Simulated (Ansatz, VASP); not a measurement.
## Rb4SrCaSi2 in VASP and in Ansatz

INCAR

```
ALGO = Normal ; EDIFF = 1E-7
ENCUT = 520 ; GGA = PE
ISIF = 2 ; ISMEAR = 0
LASPH = T ; LCHARG = F
LREAL = F ; LWAVE = F
NBANDS = 42 ; NELM = 100
PREC = Accurate ; SIGMA = 0.01
```

The input KPOINTS:

```
k-points
0
Gamma
  6 6 4
```

Contents of POSCAR:

```
Rb4SrCaSi2
1.0
    5.9218992212      0.0000000000      0.0000000000
    0.0000000000      5.9218992212      0.0000000000
    0.0000000000      0.0000000000      8.3050836367
Rb Sr Ca Si
4 1 1 2
Direct
    0.5000000000      0.0000000000      0.2568790000
    0.0000000000      0.5000000000      0.7431210000
    0.5000000000      0.5000000000      0.0000000000
    0.0000000000      0.0000000000      0.5000000000
    0.0000000000      0.0000000000      0.0000000000
    0.5000000000      0.5000000000      0.5000000000
    0.5000000000      0.0000000000      0.7423170000
    0.0000000000      0.5000000000      0.2576830000
```

Input for Ansatz:

```yaml
crystal:
  lattice:
    - [5.9218992212, 0.0, 0.0]
    - [0.0, 5.9218992212, 0.0]
    - [0.0, 0.0, 8.3050836367]
  atoms:
    - { symbol: Rb, position: [0.5, 0.0, 0.256879] }
    - { symbol: Rb, position: [0.0, 0.5, 0.743121] }
    - { symbol: Rb, position: [0.5, 0.5, 0.0] }
    - { symbol: Rb, position: [0.0, 0.0, 0.5] }
    - { symbol: Sr, position: [0.0, 0.0, 0.0] }
    - { symbol: Ca, position: [0.5, 0.5, 0.5] }
    - { symbol: Si, position: [0.5, 0.0, 0.742317] }
    - { symbol: Si, position: [0.0, 0.5, 0.257683] }
basis:
  ecutwfc: 420
kpoints:
  mp_grid: { grid: [6, 6, 4] }
hamiltonian:
  xc: pbe
scf:
  occupations: { method: gaussian, width: 0.01 }
output:
  forces: true
  stress: true
  eigenvalues: true
```

Alike in both runs: task single point; functional PBE; k mesh 6 × 6 × 4; occupations gaussian, width 0.01 eV; no spin polarisation.

```csv
,VASP,Ansatz
version,VASP 6.6.1,Ansatz 0.2.0
potentials or method,"VASP PAW PBE potentials, release 64 (Rb_sv, Sr_sv, Ca_sv, Si), cutoff 520 eV","scalar-relativistic, plane waves, PAW"
valence electrons in the cell,64,64
```

|  | VASP | Ansatz | Ansatz less VASP |
| --- | --- | --- | --- |
| gap on the k mesh at the Fermi level (eV) | 0.12 | 0.12 | -0.001 |
| least direct gap on the mesh (eV) | 0.22 | 0.22 | -0.001 |
| pressure (GPa) | 0.1 | 0.1 | -0.03 |
| traceless stress, the component that is largest in VASP (GPa) | 0.12 | 0.12 | 0.000 |
| rms of the force components (eV/Å) | 0.023 | 0.023 | 0.0000 |

Atom by atom the forces differ by 0.000 eV/Å (rms over components).
